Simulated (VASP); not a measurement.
Ta, 1 atom in the cell. It takes space group Im-3m (No. 229, cubic). The conventional cell has a = 3.293 Å, b = 3.293 Å, c = 3.293 Å, α = 90.00°, β = 90.00°, γ = 90.00°. Within 3.8 Å of Ta (site symmetry m-3m) lie 14 Ta at 2.85 to 3.29 Å. 

```yaml
Program: VASP 6.6.1
Task: single point
Functional: PBE
Dispersion: D3(BJ)
Potentials_or_basis: VASP PAW PBE potentials, release 64 (Ta_pv)
Cutoff: 500 eV
k_mesh: 18 × 18 × 18
Occupations: fermi-dirac, width 0.1 eV
Spin: collinear spin, ferromagnetic start
Starting_moments: "[-1.0] μB"
Dipole_correction: no
Further_INCAR_settings: ALGO = Normal; EDIFF = 1e-06; NBANDS = 16
```

Potentials or basis: VASP PAW PBE potentials, release 64 (Ta_pv).

Launch:

```sh
$ cat potpaw_PBE.64/Ta_pv/POTCAR > POTCAR
$ mpirun -np 1 vasp_std > vasp.out
```

Hardware: 1 thread of Intel(R) Xeon(R) 6975P-C (Granite Rapids), with other jobs on the host.

Problem. Estimate the wall time of this run.

Solution. Run time: 34 s on 1 thread of Intel(R) Xeon(R) 6975P-C (Granite Rapids), with other jobs on the host, peak memory 0.21 GiB. Counts: scf iterations 14, k points 195.
